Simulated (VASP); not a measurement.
A run of VASP 6.6.1 is set up as follows.

INCAR

```
PREC = Accurate ; ENCUT = 600
EDIFF = 1E-6 ; ISMEAR = 0
SIGMA = 0.1 ; LREAL = F
LASPH = T ; NELM = 100
ALGO = Normal ; ISIF = 3
LWAVE = F ; LCHARG = F
GGA = PE ; IBRION = 2
NSW = 90 ; EDIFFG = -0.04
```

The input KPOINTS:

```
Automatic mesh
0
Gamma
  9 9 4
```

The input POSCAR:

```
B
1.0
    2.7091719657      0.0000000000      0.0000000000
   -1.3545859829      2.3462117456      0.0000000000
    0.0000000000      0.0000000000      4.4701337435
B
4
Direct
    0.3333333333      0.6666666667      0.4375000000
    0.6666666667      0.3333333333      0.9375000000
    0.6666666667      0.3333333333      0.5625000000
    0.3333333333      0.6666666667      0.0625000000
```

Potentials or basis: VASP PAW PBE potentials, release 64 (B).

Command:

```sh
$ cat potpaw_PBE.64/B/POTCAR > POTCAR
$ mpirun -np 1 vasp_std > vasp.out
```

(1) What does it give for the relaxed volume?

(2) Estimate the band gap on the k mesh.

(3) Predict the relaxed cell.

Results:

(1) 7.60 Å³/atom.

(2) zero (bands 6 and 7 overlap by 4.76 eV).

(3) a = 3.011 Å, b = 3.011 Å, c = 3.869 Å, α = 90.00°, β = 90.00°, γ = 120.00°.
